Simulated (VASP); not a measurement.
Ni, 2 atoms in the cell. The structure is cubic, space group Fm-3m (No. 225). Conventional cell: a = 3.545 Å, b = 3.545 Å, c = 3.545 Å, α = 90.00°, β = 90.00°, γ = 90.00°. Within 3.3 Å of Ni (site symmetry m-3m) lie 12 Ni at 2.51 Å. 

| Property | Result |
| --- | --- |
| Program | VASP 6.6.1 |
| Task | single point |
| Functional | r2SCAN |
| Potentials or basis | VASP PAW PBE potentials, release 64 (Ni) |
| Cutoff | 520 eV |
| k mesh | 8 × 14 × 11 |
| Occupations | fermi-dirac, width 0.05 eV |
| Spin | collinear spin |
| Starting moments | [2.0, 0.0] μB |
| Dipole correction | no |
| Further INCAR settings | ALGO = Normal; EDIFF = 1e-07; NBANDS = 21; ISYM = 0 |

Potentials or basis: VASP PAW PBE potentials, release 64 (Ni).

Launch:

```bash
$ cat potpaw_PBE.64/Ni/POTCAR > POTCAR
$ cp INCAR.step1 INCAR
$ mpirun -np 1 vasp_std > vasp.out
$ cp INCAR.step2 INCAR
$ mpirun -np 1 vasp_std > vasp.out
```

Hardware: 1 thread of Oxide Virtual Turin-like Processor (shared host).

**Question.** How long does it take, and how much memory?

**Answer.** It took 79 min on 1 thread of Oxide Virtual Turin-like Processor, with other jobs on the host, peak memory 0.44 GiB. Counts: k points 618.
